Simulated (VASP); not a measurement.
A run of VASP 6.6.1 is set up as follows.

Contents of INCAR:

```
SYSTEM = HfB2
  PREC = Accurate
  ENCUT = 520
  EDIFF = 1E-7
  ISMEAR = -1
  SIGMA = 0.05
  LREAL = .False.
  LASPH = .True.
  NELM = 80
  ALGO = Normal
  ISIF = 2
  LWAVE = .False.
  LCHARG = .False.
  GGA = PE
  NBANDS = 15
```

Contents of KPOINTS:

```
regular mesh
0
Gamma
  11 11 9
  0 0 0
```

Contents of POSCAR:

```
HfB2
1.0
    3.1090815862      0.0000000000      0.0000000000
   -1.5545407931      2.6925436361      0.0000000000
    0.0000000000      0.0000000000      3.4378300144
Hf B
1 2
Direct
    0.0000000000      0.0000000000      0.0000000000
    0.3333333333      0.6666666667      0.5000000000
    0.6666666667      0.3333333333      0.5000000000
```

Potentials or basis: VASP PAW PBE potentials, release 64 (Hf_pv, B).

Run with:

```sh
$ cat potpaw_PBE.64/Hf_pv/POTCAR potpaw_PBE.64/B/POTCAR > POTCAR
$ mpirun -np 1 vasp_std > vasp.out
```

Predict the pressure.

9.7 GPa.

Estimate the band gap on the k mesh.

zero (band 8 reaches 8.73 eV, above the bottom of band 9 at 7.40 eV).

Stress tensor (GPa, compression positive):
```
9.55 0.00 0.00
0.00 9.55 0.00
0.00 0.00 9.95
```

Caveat: spin-orbit coupling is left out, which moves the levels of the heavy elements.
